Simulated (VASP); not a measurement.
A run of VASP 6.6.1 is set up as follows.

INCAR

```
SYSTEM = Mg
  PREC = Accurate
  ENCUT = 520
  EDIFF = 1E-6
  ISMEAR = 0
  SIGMA = 0.1
  LREAL = .FALSE.
  LASPH = .TRUE.
  NELM = 80
  ALGO = Fast
  ISIF = 2
  LWAVE = .FALSE.
  LCHARG = .FALSE.
  GGA = PS
  NBANDS = 24
```

The input KPOINTS:

```
regular mesh
0
G
  3 3 3
  0 0 0
```

POSCAR

```
Mg
1.0
    3.6449664690      2.1044223721      6.2161336964
   -3.6449664690      2.1044223721      6.2161336964
    0.0000000000     -4.2088447441      6.2161336964
Mg
12
Direct
    0.0101900000      0.6536100000      0.0101900000
    0.0101900000      0.0101900000      0.6536100000
    0.6536100000      0.0101900000      0.0101900000
    0.9898100000      0.3463900000      0.9898100000
    0.3463900000      0.9898100000      0.9898100000
    0.9898100000      0.9898100000      0.3463900000
    0.2211800000      0.6306000000      0.2211800000
    0.2211800000      0.2211800000      0.6306000000
    0.6306000000      0.2211800000      0.2211800000
    0.7788200000      0.3694000000      0.7788200000
    0.3694000000      0.7788200000      0.7788200000
    0.7788200000      0.7788200000      0.3694000000
```

Potentials or basis: VASP PAW PBE potentials, release 64 (Mg).

The run is started by

```console
$ cat potpaw_PBE.64/Mg/POTCAR > POTCAR
$ mpirun -np 1 vasp_std > vasp.out
```

Q: Estimate the band gap on the k mesh.

A: Zero (bands 12 and 13 overlap by 0.74 eV).

Q: Estimate the pressure.

A: 14.8 GPa.

Forces on the atoms (eV/Å):
```
Mg   0.948 -0.547 -0.366
Mg   0.000  1.094 -0.366
Mg  -0.948 -0.547 -0.366
Mg  -0.948  0.547  0.366
Mg   0.948  0.547  0.366
Mg   0.000 -1.094  0.366
Mg   2.006 -1.158  0.528
Mg   0.000  2.317  0.528
Mg  -2.006 -1.158  0.528
Mg  -2.006  1.158 -0.528
Mg   2.006  1.158 -0.528
Mg   0.000 -2.317 -0.528
```

Caveat: the stress differs along the axes, from 13 to 18 GPa; the PAW data sets were made with another functional, which shifts forces and pressure a little.
